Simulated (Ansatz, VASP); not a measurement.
B7P in VASP and in Ansatz

File INCAR:

```
SYSTEM = B7P
PREC = Accurate ; ENCUT = 910
EDIFF = 1E-7 ; ISMEAR = 0
SIGMA = 0.1 ; LREAL = .FALSE.
LASPH = .TRUE. ; NELM = 120
ALGO = Normal ; ISIF = 3
LWAVE = .FALSE. ; LCHARG = .FALSE.
GGA = PE ; IBRION = 2
NSW = 90 ; EDIFFG = -0.04
GGA_COMPAT = .FALSE. ; NELMIN = 4
```

File KPOINTS:

```
regular mesh
0
G
  6 6 4
  0 0 0
```

POSCAR

```
B7P
1.0
    3.7637882400      0.0000000000      0.0000000000
   -1.8818941200      3.2595362300      0.0000000000
    0.0000000000      0.0000000000      6.0177083800
B P
7 1
Direct
    0.5000000000      0.0000000000      0.0000000000
    0.0000000000      0.5000000000      0.0000000000
    0.5000000000      0.5000000000      0.0000000000
    0.5000000000      0.0000000000      0.5000000000
    0.0000000000      0.5000000000      0.5000000000
    0.5000000000      0.5000000000      0.5000000000
    0.0000000000      0.0000000000      0.5000000000
    0.0000000000      0.0000000000      0.0000000000
```

Input for Ansatz:

```yaml
crystal:
  lattice:
    - [3.76378824, 0.0, 0.0]
    - [-1.88189412, 3.25953623, 0.0]
    - [0.0, 0.0, 6.01770838]
  atoms:
    - { symbol: B, position: [0.5, 0.0, 0.0] }
    - { symbol: B, position: [0.0, 0.5, 0.0] }
    - { symbol: B, position: [0.5, 0.5, 0.0] }
    - { symbol: B, position: [0.5, 0.0, 0.5] }
    - { symbol: B, position: [0.0, 0.5, 0.5] }
    - { symbol: B, position: [0.5, 0.5, 0.5] }
    - { symbol: B, position: [0.0, 0.0, 0.5] }
    - { symbol: P, position: [0.0, 0.0, 0.0] }
basis:
  ecutwfc: 420
kpoints:
  mp_grid: { grid: [6, 6, 4] }
hamiltonian:
  xc: pbe
scf:
  occupations: { method: gaussian, width: 0.1 }
  lower_state_search: "off"
output:
  forces: true
  stress: true
  eigenvalues: true
relax:
  adjacent_minimum: "off"
  f_tol: 0.04
  max_steps: 70
  cell: { stress_tol: 0.4 }
```

Alike in both runs: task relaxation of cell and atoms; functional PBE; k mesh 6 × 6 × 4; occupations gaussian, width 0.1 eV; no spin polarisation.

```csv
,VASP,Ansatz
version,VASP 6.6.1,Ansatz 0.2.0
potentials or method,"VASP PAW PBE potentials, release 64 (B_h, P), cutoff 910 eV","scalar-relativistic, plane waves, PAW"
valence electrons in the cell,26,26
```

|  | VASP | Ansatz | Ansatz less VASP |
| --- | --- | --- | --- |
| gap on the k mesh at the Fermi level, each at its own relaxed structure (eV) | none | none | - |
| relaxed volume (Å³/atom) | 10.45 | 10.69 | +0.240 |
| relaxed cell length with the largest relative difference (Å) | 7.189 | 7.345 | +0.1565 |

A gap of «none» marks a metal or a gap that the smearing closes.
